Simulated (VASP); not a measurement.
InAs (e600): single point with PBEsol

The system is InAs (e600).

```
CELL_PARAMETERS angstrom
0.00000 3.04387 3.04387
3.04387 0.00000 3.04387
3.04387 3.04387 0.00000
ATOMIC_POSITIONS crystal
In 0.00000 0.00000 0.00000
As 0.25000 0.25000 0.25000
```

| Property | Result |
| --- | --- |
| Program | VASP 6.6.1 |
| Task | single point |
| Functional | PBEsol |
| Potentials or basis | VASP PAW PBE potentials, release 64 (In_d, As) |
| Cutoff | 520 eV |
| k mesh | 10 × 10 × 10 |
| Occupations | gaussian, width 0.01 eV |
| Spin | no spin polarisation |

The pressure is 0.1 GPa and the band gap on the k mesh is zero (filled and empty bands touch).

Levels at points of the mesh, in eV from the Fermi level:
| k point | band 7 | band 8 | band 9 | band 10 | band 11 | band 12 |
| --- | --- | --- | --- | --- | --- | --- |
| (0.00, 0.00, 0.00) | -0.39 | 0.00 | 0.00 | 0.00 | 3.84 | 3.84 |
| (0.50, 0.00, 0.00) | -5.72 | -0.97 | -0.97 | 0.83 | 4.61 | 4.61 |
| (0.50, 0.50, 0.00) | -5.80 | -2.28 | -2.28 | 1.47 | 1.97 | 8.94 |

It took 29 s on 1 thread of AMD EPYC 7R13 Processor (Zen 3), on a shared host, peak memory 0.17 GiB.

Caveat: the PAW data sets were made with another functional, which shifts forces and pressure a little; spin-orbit coupling is left out, which moves the levels of the heavy elements.
